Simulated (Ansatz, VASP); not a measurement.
# One calculation of Ca, two programs

```
CELL_PARAMETERS angstrom
3.98000 0.00000 0.00000
-1.99000 3.44678 0.00000
0.00000 0.00000 6.52000
ATOMIC_POSITIONS crystal
Ca 0.33333 0.66667 0.25000
Ca 0.66667 0.33333 0.75000
```

Alike in both runs: task electric field gradients; functional PBEsol; k mesh 11 × 11 × 6; occupations fermi-dirac, width 0.08 eV; no spin polarisation.

```csv
,VASP,Ansatz
version,VASP 6.6.1,Ansatz 0.2.0
potentials or method,"VASP PAW PBE potentials, release 64 (Ca_sv)","PAW with Ansatz's default frozen-core files, scalar-relativistic"
plane-wave cutoff (eV),520,420
valence electrons in the cell,20,20
```

```csv
,VASP,Ansatz,Ansatz less VASP
pressure (GPa),-1.4,-1.4,-0.01
size of Vzz on the site where it differs most (V/Å²),2.9,2.8,-0.08
```

VASP's potentials were made for PBE, not for PBEsol.
